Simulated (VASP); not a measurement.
Here is a VASP 6.6.1 calculation.

The input INCAR:

```
ALGO = Normal
EDIFF = 1E-6
ENCUT = 600
GGA = PE
GGA_COMPAT = False
ISIF = 2
ISMEAR = 0
LASPH = True
LCHARG = False
LMAXMIX = 6
LREAL = False
LWAVE = False
NBANDS = 18
NELM = 200
PREC = Accurate
SIGMA = 0.05
```

KPOINTS

```
k-points
0
Gamma
  12 12 12
```

POSCAR

```
EuO
1.0
    0.0000000000      2.5302957997      2.5302957997
    2.5302957997      0.0000000000      2.5302957997
    2.5302957997      2.5302957997      0.0000000000
Eu O
1 1
Direct
    0.0000000000      0.0000000000      0.0000000000
    0.5000000000      0.5000000000      0.5000000000
```

Potentials or basis: VASP PAW PBE potentials, release 64 (Eu, O).

Command:

```bash
$ cat potpaw_PBE.64/Eu/POTCAR potpaw_PBE.64/O/POTCAR > POTCAR
$ mpirun -np 1 vasp_std > vasp.out
```

(1) What does it give for the band gap on the k mesh?

(2) Predict the pressure.

Results:

(1) zero (an odd number of electrons rules out a gap without spin polarisation).

(2) -13.3 GPa.

Caveat: the cell stands under tension; spin-orbit coupling is left out, which moves the levels of the heavy elements; an odd number of electrons without spin polarisation forces a metal; a magnetic or distorted state may lie lower; the run has no spin polarisation, though such a crystal can be magnetic; semilocal functionals describe open f shells poorly, which spoils levels, moments and volumes.
